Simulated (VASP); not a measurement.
Si5Se: single point with PBE

The system is Si5Se.

```
Si Se
1.0
     0.00000    3.74197    3.74197
     3.74197    0.00000    3.74197
     3.74197    3.74197    0.00000
Si Se
5 1
Direct
  0.37500 0.37500 0.87500
  0.37500 0.87500 0.37500
  0.87500 0.37500 0.37500
  0.37500 0.37500 0.37500
  0.75000 0.75000 0.75000
  0.00000 0.00000 0.00000
```

```
Program             : VASP 6.6.1
Task                : single point
Functional          : PBE
Potentials or basis : VASP PAW PBE potentials, release 64 (Si, Se)
Cutoff              : 520 eV
k mesh              : 4 × 4 × 4
Occupations         : gaussian, width 0.1 eV
Spin                : no spin polarisation
```

The pressure is -3.5 GPa. The band gap on the k mesh is zero (band 13 reaches 7.83 eV, above the bottom of band 14 at 5.73 eV).

Levels at points of the mesh, in eV from the Fermi level:
| k point | band 10 | band 11 | band 12 | band 13 | band 14 | band 15 | band 16 | band 17 |
| --- | --- | --- | --- | --- | --- | --- | --- | --- |
| (0.00, 0.00, 0.00) | -4.99 | -2.82 | -2.82 | -2.82 | -2.02 | -2.02 | 3.37 | 3.37 |
| (0.50, 0.00, 0.00) | -2.20 | -1.24 | -1.24 | -0.44 | -0.44 | 1.14 | 2.43 | 2.64 |
| (0.50, 0.50, 0.00) | -1.54 | -0.33 | -0.23 | -0.23 | 0.32 | 0.42 | 1.24 | 1.38 |

It took 16 s on 1 thread of AMD EPYC 7R43 64-Core Processor (Zen 3), with other jobs on the host, peak memory 0.2 GiB.

Caveat: the k points lie up to 0.36 Å⁻¹ apart.
